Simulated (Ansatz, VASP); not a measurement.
Two plane-wave programs on Ru

INCAR

```
  ALGO = Normal
  DIPOL = 0.5 0.5 0.324
  EDIFF = 1E-6
  ENCUT = 400
  GGA_COMPAT = False
  IDIPOL = 3
  ISIF = 2
  ISMEAR = 0
  LASPH = True
  LCHARG = False
  LDIPOL = True
  LREAL = False
  LWAVE = False
  NBANDS = 43
  NELM = 120
  NELMDL = -8
  PREC = Accurate
  SIGMA = 0.1
```

File KPOINTS:

```
k-points
0
Gamma
  12 12 1
```

POSCAR

```
Ru
1.0
    2.6740588505      0.0000000000      0.0000000000
   -1.3370294253      2.3158028958      0.0000000000
    0.0000000000      0.0000000000     25.3999246690
Ru
5
Direct
    0.6666666667      0.3333333333      0.1574807820
    0.3333333333      0.6666666667      0.2406849853
    0.6666666667      0.3333333333      0.3240221034
    0.3333333333      0.6666666667      0.4078536871
    0.6666666667      0.3333333333      0.4881874585
```

Input for Ansatz:

```yaml
crystal:
  lattice:
    - [2.6740588505, 0.0, 0.0]
    - [-1.3370294253, 2.3158028958, 0.0]
    - [0.0, 0.0, 25.399924669]
  atoms:
    - { symbol: Ru, position: [0.6666666667, 0.3333333333, 0.157480782] }
    - { symbol: Ru, position: [0.3333333333, 0.6666666667, 0.2406849853] }
    - { symbol: Ru, position: [0.6666666667, 0.3333333333, 0.3240221034] }
    - { symbol: Ru, position: [0.3333333333, 0.6666666667, 0.4078536871] }
    - { symbol: Ru, position: [0.6666666667, 0.3333333333, 0.4881874585] }
basis:
  ecutwfc: 420
kpoints:
  mp_grid: { grid: [12, 12, 1] }
hamiltonian:
  xc: lda
  pseudopotentials: { kind: paw, azcp: { folder: soft_1 } }
scf:
  occupations: { method: gaussian, width: 0.1 }
output:
  forces: true
  eigenvalues: true
efield:
  axis: 3
  dipole_correction: true
  ramp_width: 0.04
```

Alike in both runs: task single point; functional LDA; k mesh 12 × 12 × 1; occupations gaussian, width 0.1 eV; no spin polarisation.

|  | VASP | Ansatz |
| --- | --- | --- |
| version | VASP 6.6.1 | Ansatz 0.2.0 |
| potentials or method | VASP PAW LDA potentials, release 64 (Ru_pv), cutoff 400 eV | scalar-relativistic, plane waves, PAW |
| valence electrons in the cell | 70 | 80 |

```tsv
	VASP	Ansatz	Ansatz less VASP
gap on the k mesh at the Fermi level (eV)	none	none	-
rms of the force components (eV/Å)	0.265	0.273	+0.0078
```

Ansatz warns that its potentials were made for another functional, while VASP's fit it. LDA's correlation is that of Perdew and Zunger in VASP and of Perdew and Wang (1992) in Ansatz. Atom by atom the forces differ by 0.021 eV/Å (rms over components). A gap of «none» marks a metal or a gap that the smearing closes. VASP's potentials hold 70 valence electrons a cell and Ansatz's 80, so a difference there can come from the potentials and not from the codes.
